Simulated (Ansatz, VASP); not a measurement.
# Ag: VASP beside Ansatz

```
CELL_PARAMETERS angstrom
2.90521 0.00000 0.00000
-1.45260 2.51598 0.00000
0.00000 0.00000 9.46699
ATOMIC_POSITIONS crystal
Ag 0.33333 0.66667 0.25000
Ag 0.66667 0.33333 0.75000
Ag 0.00000 0.00000 0.00000
Ag 0.00000 0.00000 0.50000
```

Alike in both runs: functional r2SCAN; k mesh 18 × 18 × 4; occupations gaussian, width 0.1 eV; no spin polarisation.

Ansatz relaxed the structure, and its values are those at the end. VASP's run is a single point on that final structure, the one shown.

|  | VASP | Ansatz |
| --- | --- | --- |
| version | VASP 6.6.1 | Ansatz 0.2.0 |
| potentials or method | VASP PAW PBE potentials, release 64 (Ag), cutoff 520 eV | scalar-relativistic, plane waves, PAW |
| valence electrons in the cell | 44 | 76 |

```csv
,VASP,Ansatz,Ansatz less VASP
gap on the k mesh at the Fermi level (eV),none,none,-
pressure (GPa),0.1,0.0,-0.13
```

VASP's potentials were made for PBE, not for r2SCAN. A gap of «none» marks a metal or a gap that the smearing closes. The functional is the same, so the differences come from potentials, cutoffs and numerics. VASP's potentials hold 44 valence electrons a cell and Ansatz's 76, so a difference there can come from the potentials and not from the codes.
